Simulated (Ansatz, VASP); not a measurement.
**Au in VASP and in Ansatz**

Contents of INCAR:

```
SYSTEM = Au
PREC     = Accurate       ! precision mode
ENCUT    = 520            ! plane-wave cutoff, eV
EDIFF    = 1E-6           ! SCF threshold, eV
ISMEAR   = -1             ! smearing method
SIGMA    = 0.05           ! smearing width, eV
LREAL    = .False.        ! projectors in reciprocal space
LASPH    = .True.         ! aspherical terms in the spheres
NELM     = 100            ! most SCF steps
ALGO     = Normal         ! electronic algorithm
ISIF     = 2              ! what is computed and relaxed
LWAVE    = .False.        ! write WAVECAR
LCHARG   = .False.        ! write CHGCAR
GGA      = PS             ! functional
NBANDS   = 18             ! bands
```

The input KPOINTS:

```
Automatic mesh
0
Gamma
  15 15 8
  0 0 0
```

POSCAR

```
Au
1.0
    2.7522641925      0.0000000000      0.0000000000
   -1.3761320963      2.3835307086      0.0000000000
    0.0000000000      0.0000000000      4.5706083685
Au
2
Direct
    0.3333333333      0.6666666667      0.2500000000
    0.6666666667      0.3333333333      0.7500000000
```

Input for Ansatz:

```yaml
crystal:
  lattice:
    - [2.7522641925, 0.0, 0.0]
    - [-1.3761320963, 2.3835307086, 0.0]
    - [0.0, 0.0, 4.5706083685]
  atoms:
    - { symbol: Au, position: [0.3333333333, 0.6666666667, 0.25] }
    - { symbol: Au, position: [0.6666666667, 0.3333333333, 0.75] }
kpoints:
  mp_grid: { grid: [15, 15, 8] }
  band_path:
    path:
      - [0.0, 0.0, 0.0]
      - [0.5, 0.0, 0.0]
      - [0.3333333333, 0.3333333333, 0.0]
      - [0.0, 0.0, 0.0]
      - [0.0, 0.0, 0.5]
      - [0.5, 0.0, 0.5]
      - [0.3333333333, 0.3333333333, 0.5]
      - [0.0, 0.0, 0.5]
      - [0.5, 0.0, 0.5]
    npoints: 8
scf:
  occupations: { method: fermi_dirac, width: 0.05 }
hamiltonian:
  xc: pbesol
  pseudopotentials: { kind: paw }
output:
  forces: true
  stress: true
  eigenvalues: true
  populations: true
  dos: { projected: true, de: 0.2, e_range: [-14, 8] }
```

Change from the starting cell: volume scaled by 0.88, PAW files.

Alike in both runs: task single point; functional PBEsol; k mesh 15 × 15 × 8; occupations fermi-dirac, width 0.05 eV; no spin polarisation.

```csv
,VASP,Ansatz
version,VASP 6.6.1,Ansatz 0.2.0
potentials or method,"VASP PAW PBE potentials, release 64 (Au)","PAW with Ansatz's default frozen-core files, scalar-relativistic"
plane-wave cutoff (eV),520,420
valence electrons in the cell,22,38
```

|  | VASP | Ansatz | Ansatz less VASP |
| --- | --- | --- | --- |
| pressure (GPa) | 31.4 | 31.8 | +0.38 |

VASP's potentials were made for PBE, not for PBEsol. Both programs put the cell under a high pressure, so it lies far from rest at this level. VASP's potentials hold 22 valence electrons a cell and Ansatz's 38, so a difference there can come from the potentials and not from the codes.

Spin-orbit coupling is off throughout.
